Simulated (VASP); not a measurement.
Set up this calculation in VASP 6.6.1, as the native input.

```yaml
Task: single point
Functional: PBE
Potentials_or_basis: VASP PAW PBE potentials, release 64 (In_d, As)
Cutoff: 520 eV
k_mesh: 11 × 11 × 11
Occupations: gaussian, width 0.1 eV
Spin: no spin polarisation
Dipole_correction: no
Further_INCAR_settings: ALGO = Normal; EDIFF = 1e-07; NBANDS = 16
```

The structure of InAs lies in POSCAR:

```
InAs
1.0
    0.0000000000      3.0180000000      3.0180000000
    3.0180000000      0.0000000000      3.0180000000
    3.0180000000      3.0180000000      0.0000000000
In As
1 1
Direct
    0.0000000000      0.0000000000      0.0000000000
    0.7500000000      0.7500000000      0.7500000000
```

The input as run:

INCAR

```
SYSTEM = InAs
PREC     = Accurate       ! precision mode
ENCUT    = 520            ! plane-wave cutoff, eV
EDIFF    = 1E-7           ! SCF threshold, eV
ISMEAR   = 0              ! smearing method
SIGMA    = 0.1            ! smearing width, eV
LREAL    = .False.        ! projectors in reciprocal space
LASPH    = .True.         ! aspherical terms in the spheres
NELM     = 80             ! most SCF steps
ALGO     = Normal         ! electronic algorithm
ISIF     = 2              ! what is computed and relaxed
LWAVE    = .False.        ! write WAVECAR
LCHARG   = .True.         ! write CHGCAR
GGA      = PE             ! functional
LELF     = .True.         ! ELF
LVHAR    = .True.       
NBANDS   = 16             ! bands
```

KPOINTS

```
regular mesh
0
Gamma
  11 11 11
  0 0 0
```

Potentials or basis: VASP PAW PBE potentials, release 64 (In_d, As).

The run is started by

```console
$ cat potpaw_PBE.64/In_d/POTCAR potpaw_PBE.64/As/POTCAR > POTCAR
$ mpirun -np 1 vasp_std > vasp.out
```

It gave:

The pressure is 4.3 GPa and the band gap on the k mesh is zero (filled and empty bands touch).

Caveat: spin-orbit coupling is left out, which moves the levels of the heavy elements.

It took 54 s on 1 thread of Intel Xeon 8259CL, on a shared host, peak memory 0.21 GiB.
